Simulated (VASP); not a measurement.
# MgO (Fm-3m) in VASP: a series of runs

The runs below take MgO through vibrations by perturbation theory, with PBE.

Program: VASP 6.6.1. These are calculated values, not measurements. Logs are shortened: lines on timing, memory, paths and dates and some standing lists are left out, and cuts for length are marked.

## Step 1: The cell of the first run

It takes space group Fm-3m (No. 225, cubic). Conventional cell: a = 4.156 Å, b = 4.156 Å, c = 4.156 Å, α = 90.00°, β = 90.00°, γ = 90.00°. Within 2.8 Å of Mg (site symmetry m-3m) lie 6 O at 2.08 Å. Within 2.8 Å of O (site symmetry m-3m) lie 6 Mg at 2.08 Å.

## Step 2: Vibrations by perturbation theory, PBE

File INCAR:

```
SYSTEM = MgO
PREC     = Accurate       ! precision mode
ENCUT    = 520            ! plane-wave cutoff, eV
EDIFF    = 1E-8           ! SCF threshold, eV
ISMEAR   = 0              ! smearing method
SIGMA    = 0.01           ! smearing width, eV
LREAL    = .FALSE.        ! projectors in reciprocal space
LASPH    = .TRUE.         ! aspherical terms in the spheres
NELM     = 60             ! most SCF steps
ALGO     = Normal         ! electronic algorithm
ISIF     = 2              ! what is computed and relaxed
LWAVE    = .FALSE.        ! write WAVECAR
LCHARG   = .FALSE.        ! write CHGCAR
GGA      = PE             ! functional
IBRION   = 8              ! ionic algorithm
NSW      = 1              ! ionic steps
LEPSILON = .TRUE.         ! dielectric tensor by DFPT
```

File KPOINTS:

```
regular mesh
0
G
  10 10 10
  0 0 0
```

File POSCAR:

```
MgO
1.0
    0.0000000000      2.0780142856      2.0780142856
    2.0780142856      0.0000000000      2.0780142856
    2.0780142856      2.0780142856      0.0000000000
Mg O
1 1
Direct
    0.0000000000      0.0000000000      0.0000000000
    0.5000000000      0.5000000000      0.5000000000
```

Potentials or basis: VASP PAW PBE potentials, release 64 (Mg, O).

The run is started by

```bash
$ cat potpaw_PBE.64/Mg/POTCAR potpaw_PBE.64/O/POTCAR > POTCAR
$ mpirun -np 1 vasp_std > vasp.out
```

OUTCAR:

```text
SYSTEM = MgO
   PREC = Accurate
   ENCUT = 520
   EDIFF = 1E-8
   ISMEAR = 0
   LREAL = .FALSE.
   LASPH = .TRUE.
   NELM = 60
   ISIF = 2
   GGA = PE
   IBRION = 8
   NSW = 1
   LEPSILON = .TRUE.

 ion  position               nearest neighbor table
   1  0.000  0.000  0.000-   2 2.08   2 2.08   2 2.08   2 2.08   2 2.08   2 2.08
   2  0.500  0.500  0.500-   1 2.08   1 2.08   1 2.08   1 2.08   1 2.08   1 2.08

  LATTYP: Found a face centered cubic cell.
 ALAT       =     4.1560285712

  Lattice vectors:

 A1 = (   0.0000000000,   2.0780142856,   2.0780142856)
 A2 = (   2.0780142856,   0.0000000000,   2.0780142856)
 A3 = (   2.0780142856,   2.0780142856,   0.0000000000)

Analysis of symmetry for initial positions (statically):
=====================================================================
 Subroutine PRICEL returns:
 Original cell was already a primitive cell.

 Routine SETGRP: Setting up the symmetry group for a
 face centered cubic supercell.

 Subroutine GETGRP returns: Found 48 space group operations
 (whereof 48 operations were pure point group operations)
 out of a pool of 48 trial point group operations.

The static configuration has the point symmetry O_h .

Analysis of symmetry for dynamics (positions and initial velocities):
=====================================================================
 Subroutine PRICEL returns:
 Original cell was already a primitive cell.

 Routine SETGRP: Setting up the symmetry group for a
 face centered cubic supercell.

 Subroutine GETGRP returns: Found 48 space group operations
 (whereof 48 operations were pure point group operations)
 out of a pool of 48 trial point group operations.

The dynamic configuration has the point symmetry O_h .

 Subroutine INISYM returns: Found 48 space group operations
 (whereof 48 operations are pure point group operations),
 and found     1 'primitive' translations

----------------------------------------------------------------------------------------

                                     Primitive cell

  volume of cell :      17.9463

  direct lattice vectors                    reciprocal lattice vectors
     0.000000000  2.078014286  2.078014286    -0.240614323  0.240614323  0.240614323
     2.078014286  0.000000000  2.078014286     0.240614323 -0.240614323  0.240614323
     2.078014286  2.078014286  0.000000000     0.240614323  0.240614323 -0.240614323

  length of vectors
     2.938755986  2.938755986  2.938755986     0.416756232  0.416756232  0.416756232

  position of ions in fractional coordinates (direct lattice)
     0.000000000  0.000000000  0.000000000
     0.500000000  0.500000000  0.500000000

  ion indices of the primitive-cell ions
   primitive index   ion index
                 1           1
                 2           2

----------------------------------------------------------------------------------------

 KPOINTS: regular mesh

Automatic generation of k-mesh.
 Grid dimensions read from file:
[... 416 lines left out ...]
 ------------------------------------------------------

 Free energy of the ion-electron system (eV)
  ---------------------------------------------------
  ---------------------------------------------------
  free energy    TOTEN  =        -0.11396587 eV

  energy without entropy =       -0.11396587

------------------------ aborting loop because EDIFF is reached ----------------------------------------

--------------------------------------- Ionic step        2  -------------------------------------------

------------------------ aborting loop because EDIFF is reached ----------------------------------------

--------------------------------------- Ionic step        3  -------------------------------------------

------------------------ aborting loop because EDIFF is reached ----------------------------------------

 PIEZOELECTRIC TENSOR FIELD DIRECTION 3  (e Angst)
 -----------------------------------------------------------------------------
    -0.00015  0.00000  0.00000           ( -0.00001  0.00000  0.00000)
     0.00000 -0.00015  0.00000           (  0.00000 -0.00001  0.00000)
     0.00000 -0.00000 -0.00017           (  0.00000  0.00000 -0.00001)

 PIEZOELECTRIC TENSOR FIELD DIRECTION 3  (C/m^2)
 -----------------------------------------------------------------------------
    -0.00013  0.00000  0.00000
     0.00000 -0.00013  0.00000
     0.00000 -0.00000 -0.00015

--------------------------------------- Ionic step        4  -------------------------------------------

------------------------ aborting loop because EDIFF is reached ----------------------------------------

[... ionic steps 5 to 6 ...]

--------------------------------------- Ionic step        7  -------------------------------------------

 Free energy of the ion-electron system (eV)
  ---------------------------------------------------
  ---------------------------------------------------
  free energy    TOTEN  =        -0.35996031 eV

  energy without entropy =       -0.35996031

------------------------ aborting loop because EDIFF is reached ----------------------------------------

 INTERNAL STRAIN TENSOR  FOR ION    2  DIRECTION 1   (eV/Angst):
 -----------------------------------------------------------------------------
    -0.00482  0.00000  0.00000
     0.00000  0.00698  0.00000
     0.00000  0.00000  0.00698

 MACROSCOPIC STATIC DIELECTRIC TENSOR (including local field effects in DFT)
 ------------------------------------------------------
           3.084771    -0.000000    -0.000000
          -0.000000     3.084771    -0.000000
           0.000000     0.000000     3.084771
 ------------------------------------------------------

 PIEZOELECTRIC TENSOR (including local field effects)  for field in x, y, z        (e  Angst)
          XX          YY          ZZ          XY          YZ          ZX
  --------------------------------------------------------------------------------
  x     0.00000     0.00000     0.00000     0.00000     0.00000     0.00000
  y     0.00000     0.00000     0.00000     0.00000     0.00000     0.00000
  z     0.00000     0.00000     0.00000     0.00000     0.00000     0.00000

 PIEZOELECTRIC TENSOR (including local field effects)  for field in x, y, z        (C/m^2)
          XX          YY          ZZ          XY          YZ          ZX
  --------------------------------------------------------------------------------
  x     0.00000     0.00000     0.00000     0.00000     0.00000     0.00000
  y     0.00000     0.00000     0.00000     0.00000     0.00000     0.00000
  z     0.00000     0.00000     0.00000     0.00000     0.00000     0.00000

 BORN EFFECTIVE CHARGES (including local field effects) (in |e|, cummulative output)
 ---------------------------------------------------------------------------------
 ion    1
    1     1.95268     0.00000     0.00000
    2     0.00000     1.95268     0.00000
    3     0.00000     0.00000     1.95268
 ion    2
    1    -1.95268     0.00000     0.00000
    2     0.00000    -1.95268     0.00000
    3     0.00000     0.00000    -1.95268

 INTERNAL STRAIN TENSOR FOR ION    2 for displacements in x,y,z  (eV/Angst):
          X           Y           Z          XY          YZ          ZX
  --------------------------------------------------------------------------------
  x     0.00000     0.00000     0.00000     0.00000     0.00000     0.00000
  y     0.00000     0.00000     0.00000     0.00000     0.00000     0.00000
  z     0.00000     0.00000     0.00000     0.00000     0.00000     0.00000

 SECOND DERIVATIVES (NOT SYMMETRIZED)
 ------------------------------------
               1X          1Y          1Z          2X          2Y          2Z
  1X    -6.655238    0.000000    0.000000    6.655238    0.000000    0.000000
  1Y     0.000000   -6.655238    0.000000    0.000000    6.655238    0.000000
  1Z     0.000000    0.000000   -6.655238    0.000000    0.000000    6.655238
  2X     6.663108    0.000000    0.000000   -6.663108    0.000000    0.000000
  2Y     0.000000    6.663108    0.000000    0.000000   -6.663108    0.000000
  2Z     0.000000    0.000000    6.663108    0.000000    0.000000   -6.663108

 Eigenvectors and eigenvalues of the dynamical matrix
 ----------------------------------------------------

   1 f  =   12.988500 THz    81.609150 2PiTHz  433.249715 cm-1    53.716094 meV
             X         Y         Z           dx          dy          dz
      0.000000  0.000000  0.000000     0.566498    0.190637    0.198564
      2.078014  2.078014  2.078014    -0.698623   -0.235099   -0.244876
[... 21 lines left out ...]
   6 f/i=    0.003755 THz     0.023591 2PiTHz    0.125242 cm-1     0.015528 meV
             X         Y         Z           dx          dy          dz
      0.000000  0.000000  0.000000    -0.192175    0.599188    0.455360
      2.078014  2.078014  2.078014    -0.155831    0.485868    0.369241

--------------------------------------------------------------------------------------------------------

 MACROSCOPIC STATIC DIELECTRIC TENSOR IONIC CONTRIBUTION
 ------------------------------------------------------
           5.773431     0.000000     0.000000
           0.000000     5.773431    -0.000000
           0.000000    -0.000000     5.773431
 ------------------------------------------------------

 ELASTIC MODULI CONTR FROM IONIC RELAXATION (kBar)
 Direction    XX          YY          ZZ          XY          YZ          ZX
 --------------------------------------------------------------------------------
 XX           0.0000      0.0000      0.0000      0.0000      0.0000      0.0000
 YY           0.0000      0.0000      0.0000      0.0000      0.0000      0.0000
 ZZ           0.0000      0.0000      0.0000      0.0000      0.0000      0.0000
 XY           0.0000      0.0000      0.0000      0.0000      0.0000      0.0000
 YZ           0.0000      0.0000      0.0000      0.0000      0.0000      0.0000
 ZX           0.0000      0.0000      0.0000      0.0000      0.0000      0.0000
 --------------------------------------------------------------------------------

 PIEZOELECTRIC TENSOR IONIC CONTR  for field in x, y, z        (C/m^2)
          XX          YY          ZZ          XY          YZ          ZX
  --------------------------------------------------------------------------------
  x     0.00000     0.00000     0.00000     0.00000     0.00000     0.00000
  y     0.00000     0.00000     0.00000     0.00000     0.00000     0.00000
  z     0.00000     0.00000     0.00000     0.00000     0.00000     0.00000
```

It took 81 s on 1 thread of Intel Xeon 6975P-C, shared host; peak memory 0.19 GiB.

What came out:

```yaml
Electronic_dielectric_tensor_diagonal: 3.08
Born_charges_mean_of_the_diagonal: Mg +1.95; O -1.95 e
Highest_phonon_frequency_at_Γ_LO-TO_splitting_left_out: 433 cm⁻¹
```

Phonon frequencies in cm⁻¹ (negative: imaginary):
| q point | frequencies |
| --- | --- |
| (0.000, 0.000, 0.000) | 0 0 0 433 433 433 |

Electronic dielectric tensor:
```
3.08 0.00 0.00
0.00 3.08 0.00
0.00 0.00 3.08
```

Born effective charge tensors (e):
atom 1, Mg
```
1.95 0.00 0.00
0.00 1.95 0.00
0.00 0.00 1.95
```
atom 2, O
```
-1.95  0.00  0.00
 0.00 -1.95  0.00
 0.00  0.00 -1.95
```

Caveat: the cell wasn't relaxed at this level first, which shifts response properties.

[end of part 1 of 3]
